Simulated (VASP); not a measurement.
# As in VASP: a series of runs

Runs on As. Level: PBE+D3(BJ). Tasks: single point.

All numbers are computed with VASP 6.6.1; they aren't measurements. Logs are shortened: lines on timing, memory, paths and dates and some standing lists are left out, and cuts for length are marked.

## 1. The cell of the first run

The cell holds a slab with vacuum, 4 atoms: a = 3.572 Å, b = 3.572 Å, c = 20.295 Å, α = 90.00°, β = 90.00°, γ = 120.00°.

## 2. Single point, PBE+D3(BJ) (layers slid over each other)

The input, INCAR:

```
ALGO = Normal
DIPOL = 0.5 0.5 0.371
EDIFF = 1E-6
ENCUT = 400
GGA = PE
GGA_COMPAT = False
IDIPOL = 3
ISIF = 2
ISMEAR = 0
IVDW = 12
LASPH = True
LCHARG = False
LDIPOL = True
LREAL = False
LWAVE = False
NBANDS = 38
NELM = 120
NELMDL = -8
PREC = Accurate
SIGMA = 0.05
```

The input, KPOINTS:

```
k-points
0
Gamma
  9 9 1
```

The input, POSCAR:

```
As
1.0
    3.5716243461      0.0000000000      0.0000000000
   -1.7858121731      3.0931174165      0.0000000000
    0.0000000000      0.0000000000     20.2951239530
As
4
Direct
    0.3333333333      0.6666666667      0.2217281358
    0.6666666667      0.3333333333      0.2905900940
    1.3333333333      0.6666666667      0.4517125393
    1.6666666667      0.3333333333      0.5205744975
```

Potentials or basis: VASP PAW PBE potentials, release 64 (As_d).

The run is started by

```bash
$ cat potpaw_PBE.64/As_d/POTCAR > POTCAR
$ mpirun -np 1 vasp_std > vasp.out
```

OUTCAR:

```text
EDIFF = 1E-6
   ENCUT = 400
   GGA = PE
   ISIF = 2
   ISMEAR = 0
   IVDW = 12
   LASPH = True
   LREAL = False
   NELM = 120
   NELMDL = -8
   PREC = Accurate
 IVDW          = 12

 ion  position               nearest neighbor table
   1  0.333  0.667  0.222-   2 2.49   2 2.49   2 2.49
   2  0.667  0.333  0.291-   1 2.49   1 2.49   1 2.49
   3  0.333  0.667  0.452-   4 2.49   4 2.49   4 2.49
   4  0.667  0.333  0.521-   3 2.49   3 2.49   3 2.49

  LATTYP: Found a hexagonal cell.
 ALAT       =     3.5716243461
 C/A-ratio  =     5.6823232195

  Lattice vectors:

 A1 = (   3.5716243461,   0.0000000000,   0.0000000000)
 A2 = (  -1.7858121731,   3.0931174165,   0.0000000000)
 A3 = (   0.0000000000,   0.0000000000,  20.2951239530)

Analysis of symmetry for initial positions (statically):
=====================================================================
 Subroutine PRICEL returns:
 Original cell was already a primitive cell.

 Routine SETGRP: Setting up the symmetry group for a
 hexagonal supercell.

 Subroutine GETGRP returns: Found 12 space group operations
 (whereof  6 operations were pure point group operations)
 out of a pool of 24 trial point group operations.

The static configuration has the point symmetry C_3v.
 The point group associated with its full space group is D_3d.

Analysis of symmetry for dynamics (positions and initial velocities):
=====================================================================
 Subroutine PRICEL returns:
 Original cell was already a primitive cell.

 Routine SETGRP: Setting up the symmetry group for a
 hexagonal supercell.

 Subroutine GETGRP returns: Found 12 space group operations
 (whereof  6 operations were pure point group operations)
 out of a pool of 24 trial point group operations.

The dynamic configuration has the point symmetry C_3v.
 The point group associated with its full space group is D_3d.

 Subroutine INISYM returns: Found 12 space group operations
 (whereof  6 operations are pure point group operations),
 and found     1 'primitive' translations

----------------------------------------------------------------------------------------

                                     Primitive cell

  volume of cell :     224.2094

  direct lattice vectors                    reciprocal lattice vectors
     3.571624346  0.000000000  0.000000000     0.279984652  0.161649214  0.000000000
    -1.785812173  3.093117417  0.000000000     0.000000000  0.323298429  0.000000000
     0.000000000  0.000000000 20.295123953     0.000000000  0.000000000  0.049272919

  length of vectors
     3.571624346  3.571624346 20.295123953     0.323298429  0.323298429  0.049272919

  position of ions in fractional coordinates (direct lattice)
     0.333333333  0.666666667  0.221728136
     0.666666667  0.333333333  0.290590094
     0.333333333  0.666666667  0.451712539
     0.666666667  0.333333333  0.520574498

  ion indices of the primitive-cell ions
   primitive index   ion index
                 1           1
                 2           2
                 3           3
                 4           4

----------------------------------------------------------------------------------------

 KPOINTS: k-points

Automatic generation of k-mesh.
 Grid dimensions read from file:
 generate k-points for:    9    9    1

 Generating k-lattice:

  Cartesian coordinates                     Fractional coordinates (reciprocal lattice)
     0.031109406  0.017961024  0.000000000     0.111111111  0.000000000  0.000000000
     0.000000000  0.035922048  0.000000000     0.000000000  0.111111111  0.000000000
     0.000000000  0.000000000  0.049272919     0.000000000  0.000000000  1.000000000

  Length of vectors
     0.035922048  0.035922048  0.049272919

  Shift w.r.t. Gamma in fractional coordinates (k-lattice)
     0.000000000  0.000000000  0.000000000

 Subroutine IBZKPT returns following result:
 ===========================================

 Found     12 irreducible k-points:

 Following reciprocal coordinates:
            Coordinates               Weight
  0.000000  0.000000  0.000000      1.000000
  0.111111 -0.000000  0.000000      6.000000
  0.222222  0.000000  0.000000      6.000000
  0.333333  0.000000  0.000000      6.000000
  0.444444  0.000000  0.000000      6.000000
  0.111111  0.111111  0.000000      6.000000
  0.222222  0.111111  0.000000     12.000000
  0.333333  0.111111  0.000000     12.000000
  0.444444  0.111111  0.000000      6.000000
  0.222222  0.222222  0.000000      6.000000
  0.333333  0.222222  0.000000     12.000000
  0.333333  0.333333  0.000000      2.000000
   k-points           NKPTS =     12   k-points in BZ     NKDIM =     12   number of bands    NBANDS=     38
   number of dos      NEDOS =    301   number of ions     NIONS =      4
   total plane-waves  NPLWV =  80640
   dimension x,y,z NGX =    24 NGY =   24 NGZ =  140
   dimension x,y,z NGXF=    48 NGYF=   48 NGZF=  280
   ions per type =               4
   NGX,Y,Z   is equivalent  to a cutoff of  11.17, 11.17, 11.47 a.u.
   NGXF,Y,Z  is equivalent  to a cutoff of  22.34, 22.34, 22.94 a.u.
 SYSTEM =  unknown system
   PREC   = accura    normal or accurate (medium, high low for compatibility)
   ISTART =      0    job   : 0-new  1-cont  2-samecut
   ICHARG =      2    charge: 1-file 2-atom 10-const
   ISPIN  =      1    spin polarized calculation?
   LNONCOLLINEAR =      F non collinear calculations
   LSORBIT =      F    spin-orbit coupling
   LASPH  =      T    aspherical Exc in radial PAW
   ENCUT  =  400.0 eV  29.40 Ry    5.42 a.u.   5.82  5.82 33.10*2*pi/ulx,y,z
   NELM   =    120;   NELMIN=  2; NELMDL= -8     # of ELM steps
   EDIFF  = 0.1E-05   stopping-criterion for ELM
   LREAL  =      F    real-space projection
   EDIFFG = 0.1E-04   stopping-criterion for IOM
   NSW    =      0    number of steps for IOM
   IBRION =     -1    ionic relax: 0-MD 1-quasi-New 2-CG
   NFREE  =      0    steps in history (QN), initial steepest desc. (CG)
   ISIF   =      2    stress and relaxation
   ISYM   =      2    0-nonsym 1-usesym 2-fastsym
   POTIM  = 0.5000    time-step for ionic-motion
   TEBEG  =    0.0;   TEEND  =   0.0 temperature during run
   PSTRESS=    0.0 pullay stress
   NELECT =      60.0000    total number of electrons
   NUPDOWN=      -1.0000    fix difference up-down
   EMIN   =  10.00;   EMAX   =-10.00  energy-range for DOS
   EFERMI =   0.00;   METHOD = LEGACY
   ISMEAR =     0;   SIGMA  =   0.05  broadening in eV -4-tet -1-fermi 0-gaus
   EFERMI_NEDOS =   21; number of points for ismear=-14 and -15
   IALGO  =     38    algorithm
   IMIX   =      4    mixing-type and parameters
     AMIX     =   0.40;   BMIX     =  1.00
     AMIX_MAG =   1.60;   BMIX_MAG =  1.00
  volume/ion in A,a.u.               =      56.05       378.26
  Fermi-wavevector in a.u.,A,eV,Ry     =   1.054971  1.993607 15.142799  1.112964
  Thomas-Fermi vector in A             =   2.190152
   LORBIT       =      0    0 simple, 1 ext, 2 COOP (PROOUT), +10 PAW based schemes
   GGA     = PE    functional components
   LHFCALC =     F    Hartree Fock is set to
   AEXX    =    0.0000 exact exchange contribution
   IVDW    =    12    specifies the selected vdW correction
   LEPSILON=     F    determine dielectric tensor
   LRPA    =     F    only Hartree local field effects (RPA)
 non-spin polarized calculation
 Gauss-broadening in eV      SIGMA  =   0.05
  energy-cutoff  :      400.00
  volume of cell :      224.21
 maximum number of plane-waves:      4097
 NGX is ok and might be reduce to    24
   NGX = 11   NGY = 11   NGZ = 67

 dipolmoment           0.000000      0.000000     -0.000003 electrons x Angstroem

 number of electron      60.0000033 magnetization

 dipolmoment           0.000000      0.000000      0.000003 electrons x Angstroem

 Free energy of the ion-electron system (eV)
  ---------------------------------------------------
  ext. energy  EPLUGINS =         0.00000000
  ---------------------------------------------------
  free energy    TOTEN  =       -18.69037440 eV

  energy without entropy =      -18.69037440  energy(sigma->0) =      -18.69037440

 E-fermi :  -1.6834     XC(G=0):  -4.9240

 val. band max:       -1.9424881755   @ k =   0.1111  -0.0000   0.0000
 cond. band min:      -0.9513573759   @ k =   0.3333   0.0000   0.0000
 fundamental gap:      0.9911307995
 Fermi energy:        -1.6834019880

 k-point     1 :       0.0000    0.0000    0.0000
  band No.  band energies     occupation
      1     -37.3686      2.00000
      2     -37.3686      2.00000
      3     -37.3686      2.00000
      4     -37.3686      2.00000
      5     -37.3279      2.00000
      6     -37.3279      2.00000
[... 30 lines left out ...]
     37       2.6400      0.00000
     38       2.8729      0.00000

 k-point     2 :       0.1111   -0.0000    0.0000
  band No.  band energies     occupation
      1     -37.3682      2.00000
      2     -37.3681      2.00000
      3     -37.3650      2.00000
      4     -37.3650      2.00000
      5     -37.3270      2.00000
      6     -37.3268      2.00000
[... 30 lines left out ...]
     37       2.8625      0.00000
     38       3.0897      0.00000

 k-point     3 :       0.2222    0.0000    0.0000
  band No.  band energies     occupation
      1     -37.3672      2.00000
      2     -37.3671      2.00000
      3     -37.3554      2.00000
      4     -37.3553      2.00000
      5     -37.3240      2.00000
      6     -37.3239      2.00000
[... 30 lines left out ...]
     37       3.4284      0.00000
     38       3.6315      0.00000

 k-point     4 :       0.3333    0.0000    0.0000
  band No.  band energies     occupation
      1     -37.3657      2.00000
      2     -37.3656      2.00000
      3     -37.3443      2.00000
      4     -37.3442      2.00000
      5     -37.3166      2.00000
      6     -37.3165      2.00000
[... 30 lines left out ...]
     37       4.1188      0.00000
     38       4.3096      0.00000

 k-point     5 :       0.4444    0.0000    0.0000
  band No.  band energies     occupation
      1     -37.3647      2.00000
      2     -37.3647      2.00000
      3     -37.3386      2.00000
      4     -37.3385      2.00000
      5     -37.3020      2.00000
      6     -37.3016      2.00000
[... 30 lines left out ...]
     37       3.6827      0.00000
     38       4.8639      0.00000

 k-point     6 :       0.1111    0.1111    0.0000
  band No.  band energies     occupation
      1     -37.3676      2.00000
      2     -37.3676      2.00000
      3     -37.3581      2.00000
      4     -37.3580      2.00000
      5     -37.3251      2.00000
      6     -37.3250      2.00000
[... 30 lines left out ...]
     37       3.2444      0.00000
     38       3.4673      0.00000

 k-point     7 :       0.2222    0.1111    0.0000
  band No.  band energies     occupation
      1     -37.3666      2.00000
      2     -37.3665      2.00000
      3     -37.3465      2.00000
      4     -37.3464      2.00000
      5     -37.3209      2.00000
      6     -37.3208      2.00000
[... 30 lines left out ...]
     37       3.9082      0.00000
     38       4.0727      0.00000

 k-point     8 :       0.3333    0.1111    0.0000
  band No.  band energies     occupation
      1     -37.3656      2.00000
      2     -37.3655      2.00000
      3     -37.3368      2.00000
      4     -37.3368      2.00000
      5     -37.3109      2.00000
      6     -37.3107      2.00000
[... 30 lines left out ...]
     37       4.2237      0.00000
     38       4.9141      0.00000

 k-point     9 :       0.4444    0.1111    0.0000
  band No.  band energies     occupation
      1     -37.3652      2.00000
      2     -37.3651      2.00000
      3     -37.3340      2.00000
      4     -37.3339      2.00000
      5     -37.2990      2.00000
      6     -37.2986      2.00000
[... 30 lines left out ...]
     37       3.8687      0.00000
     38       5.1088      0.00000

 k-point    10 :       0.2222    0.2222    0.0000
  band No.  band energies     occupation
      1     -37.3663      2.00000
      2     -37.3662      2.00000
      3     -37.3338      2.00000
      4     -37.3338      2.00000
      5     -37.3163      2.00000
      6     -37.3161      2.00000
[... 30 lines left out ...]
     37       4.7460      0.00000
     38       4.8525      0.00000

 k-point    11 :       0.3333    0.2222    0.0000
  band No.  band energies     occupation
      1     -37.3660      2.00000
      2     -37.3658      2.00000
      3     -37.3256      2.00000
      4     -37.3255      2.00000
      5     -37.3070      2.00000
      6     -37.3067      2.00000
[... 30 lines left out ...]
     37       5.0870      0.00000
     38       5.6788      0.00000

 k-point    12 :       0.3333    0.3333    0.0000
  band No.  band energies     occupation
      1     -37.3661      2.00000
      2     -37.3659      2.00000
      3     -37.3181      2.00000
      4     -37.3180      2.00000
      5     -37.3023      2.00000
      6     -37.3018      2.00000
[... 30 lines left out ...]
     37       5.4588      0.00000
     38       6.7712      0.00000

------------------------ aborting loop because EDIFF is reached ----------------------------------------

 vacuum level on the upper side and lower side of the slab       (xc-potential included)        -0.143        -0.144

 Edisp (eV)   -1.09245

 E8    (eV) :    -0.4773

  FORCE on cell =-STRESS in cart. coord.  units (eV):
  Direction    XX          YY          ZZ          XY          YZ          ZX
  --------------------------------------------------------------------------------------
  -------------------------------------------------------------------------------------
  Total      -0.02595    -0.02595    -0.40610     0.00000     0.00000     0.00000
  in kB      -0.18540    -0.18540    -2.90193     0.00000     0.00000     0.00000
  external pressure =       -1.09 kB  Pullay stress =        0.00 kB

 VOLUME and BASIS-vectors are now :
 -----------------------------------------------------------------------------
  energy-cutoff  :      400.00
  volume of cell :      224.21
      direct lattice vectors                 reciprocal lattice vectors
     3.571624346  0.000000000  0.000000000     0.279984652  0.161649214  0.000000000
    -1.785812173  3.093117417  0.000000000     0.000000000  0.323298429  0.000000000
     0.000000000  0.000000000 20.295123953     0.000000000  0.000000000  0.049272919

 POSITION                                       TOTAL-FORCE (eV/Angst)
 -----------------------------------------------------------------------------------
     -0.00000      2.06208      4.50000        -0.000000     -0.000000      0.003090
      1.78581      1.03104      5.89756        -0.000000      0.000000      0.080032
     -0.00000      2.06208      9.16756        -0.000000     -0.000000     -0.080032
      1.78581      1.03104     10.56512         0.000000      0.000000     -0.003090
 -----------------------------------------------------------------------------------
    total drift:                               -0.000000     -0.000000      0.000492

  FREE ENERGIE OF THE ION-ELECTRON SYSTEM (eV)
  ---------------------------------------------------
  free  energy   TOTEN  =       -19.7828244595 eV

  energy  without entropy=      -19.7828244595  energy(sigma->0) =      -19.78282446

 vacuum level on the upper side and lower side of the slab         3.003         3.003
```

Run time: 80 s. Hardware: 1 thread of Intel Xeon Platinum 8488C (Sapphire Rapids), shared host; peak memory 0.27 GiB.

Results:

- Free energy: -19.7828 eV
- Largest force: 0.080 eV/Å
- Band gap on the k mesh: 0.99 eV (least direct gap 1.70 eV)
- Dispersion energy per atom: -0.273 eV

Forces in eV/Å, atoms in the order of the input:
```
As   0.000  0.000  0.003
As   0.000  0.000  0.080
As   0.000  0.000 -0.080
As   0.000  0.000 -0.003
```

Caveat: the cell differs from its parent crystal (layers slid over each other).

## 3. Single point, PBE+D3(BJ)

The input, INCAR:

```
  PREC = Accurate
  ENCUT = 400
  EDIFF = 1E-6
  ISMEAR = 0
  SIGMA = 0.05
  LREAL = F
  LASPH = T
  NELM = 120
  ALGO = Normal
  ISIF = 2
  LWAVE = F
  LCHARG = F
  LDIPOL = T
  IDIPOL = 3
  DIPOL = 0.5 0.5 0.371
  GGA = PE
  IVDW = 12
  NBANDS = 38
  GGA_COMPAT = F
  NELMDL = -8
```

The input, KPOINTS:

```
regular mesh
0
Gamma
  9 9 1
```

POSCAR, as its differences from that of step 2:

```diff
@@ -10,3 +10,3 @@
     0.6666666667      0.3333333333      0.2905900940
-    1.3333333333      0.6666666667      0.4517125393
-    1.6666666667      0.3333333333      0.5205744975
+    0.6666666667      0.3333333333      0.4517125393
+    1.0000000000      0.0000000000      0.5205744975
```

Potentials or basis: VASP PAW PBE potentials, release 64 (As_d).

The run is started by

```bash
$ cat potpaw_PBE.64/As_d/POTCAR > POTCAR
$ mpirun -np 1 vasp_std > vasp.out
```

Wall time 56 s (1 thread of AMD EPYC 9R45 (Zen 5), shared host); peak memory 0.25 GiB.

The run converged. Its results:

```
Free energy                : -19.6285 eV
Largest force              : 0.213 eV/Å
Band gap on the k mesh     : 0.75 eV (least direct gap 1.30 eV)
Dispersion energy per atom : -0.272 eV
```

Forces on the atoms (eV/Å):
```
As   0.000  0.000 -0.105
As   0.000  0.000 -0.213
As   0.000  0.000  0.213
As   0.000  0.000  0.105
```

Levels at points of the mesh, in eV from the valence-band top:
| k point | band 27 | band 28 | band 29 | band 30 | band 31 | band 32 | band 33 | band 34 |
| --- | --- | --- | --- | --- | --- | --- | --- | --- |
| (0.00, 0.00, 0.00) | -0.49 | -0.39 | -0.39 | -0.17 | 1.48 | 2.10 | 2.96 | 2.96 |
